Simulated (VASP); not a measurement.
A run of VASP 6.6.1 is set up as follows.

The input INCAR:

```
SYSTEM = GaN
PREC = Accurate
ENCUT = 520
EDIFF = 1E-6
ISMEAR = -1
SIGMA = 0.05
LREAL = .False.
LASPH = .True.
NELM = 80
ALGO = Normal
ISIF = 2
LWAVE = .False.
LCHARG = .True.
GGA = RP
LELF = .True.
LVHAR = .True.
NBANDS = 16
```

The input KPOINTS:

```
Automatic mesh
0
Gamma
  10 10 10
  0 0 0
```

Contents of POSCAR:

```
GaN
1.0
    0.0000000000      2.2920983392      2.2920983392
    2.2920983392      0.0000000000      2.2920983392
    2.2920983392      2.2920983392      0.0000000000
Ga N
1 1
Direct
    0.0000000000      0.0000000000      0.0000000000
    0.2500000000      0.2500000000      0.2500000000
```

Potentials or basis: VASP PAW PBE potentials, release 64 (Ga_d, N).

Command:

```console
$ cat potpaw_PBE.64/Ga_d/POTCAR potpaw_PBE.64/N/POTCAR > POTCAR
$ mpirun -np 1 vasp_std > vasp.out
```

Problem. What does it give for the band gap on the k mesh?

Solution. 1.45 eV.

Problem. Estimate the pressure.

Solution. -0.1 GPa.

Caveat: the PAW data sets were made with another functional, which shifts forces and pressure a little.
